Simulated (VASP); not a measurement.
Wanted: the native input for a VASP 6.6.1 run.

| Property | Result |
| --- | --- |
| Task | single point |
| Functional | r2SCAN |
| Potentials or basis | VASP PAW PBE potentials, release 64 (K_sv, Br) |
| Cutoff | 520 eV |
| k mesh | 6 × 6 × 6 |
| Occupations | gaussian, width 0.01 eV |
| Spin | no spin polarisation |
| Dipole correction | no |
| Further INCAR settings | ALGO = Normal; EDIFF = 1e-07; NBANDS = 15 |

The system is KBr.

```
CELL_PARAMETERS angstrom
3.89471 0.00000 0.00000
0.00000 3.89471 0.00000
0.00000 0.00000 3.89471
ATOMIC_POSITIONS crystal
K 0.00000 0.00000 0.00000
Br 0.50000 0.50000 0.50000
```

One way to write it, as run:

POSCAR

```
KBr
1.0
    3.8947061070      0.0000000000      0.0000000000
    0.0000000000      3.8947061070      0.0000000000
    0.0000000000      0.0000000000      3.8947061070
K Br
1 1
Direct
    0.0000000000      0.0000000000      0.0000000000
    0.5000000000      0.5000000000      0.5000000000
```

INCAR.step1

```
SYSTEM = KBr
  PREC = Accurate
  ENCUT = 520
  ISMEAR = 0
  SIGMA = 0.01
  LREAL = .False.
  LASPH = .True.
  NELM = 100
  NBANDS = 15
  GGA = PE
  ALGO = Normal
  EDIFF = 1E-4
  LWAVE = .True.
  LCHARG = .False.
```

INCAR.step2

```
SYSTEM = KBr
  PREC = Accurate
  ENCUT = 520
  EDIFF = 1E-7
  ISMEAR = 0
  SIGMA = 0.01
  LREAL = .False.
  LASPH = .True.
  NELM = 100
  ALGO = Normal
  ISIF = 2
  LWAVE = .False.
  LCHARG = .False.
  METAGGA = R2SCAN
  LMIXTAU = .True.
  NBANDS = 15
  ISTART = 1
```

KPOINTS

```
regular mesh
0
Gamma
  6 6 6
  0 0 0
```

Potentials or basis: VASP PAW PBE potentials, release 64 (K_sv, Br).

The run is started by

```console
$ cat potpaw_PBE.64/K_sv/POTCAR potpaw_PBE.64/Br/POTCAR > POTCAR
$ cp INCAR.step1 INCAR
$ mpirun -np 1 vasp_std > vasp.out
$ cp INCAR.step2 INCAR
$ mpirun -np 1 vasp_std > vasp.out
```

Results of the run:

```
Pressure               : 1.4 GPa
Band gap on the k mesh : 5.01 eV (least direct gap 5.31 eV)
```

Caveat: the PAW data sets were made with another functional, which shifts forces and pressure a little.

Wall time 2.2 min on 1 thread of Intel Xeon 8259CL (shared host), peak memory 0.18 GiB.
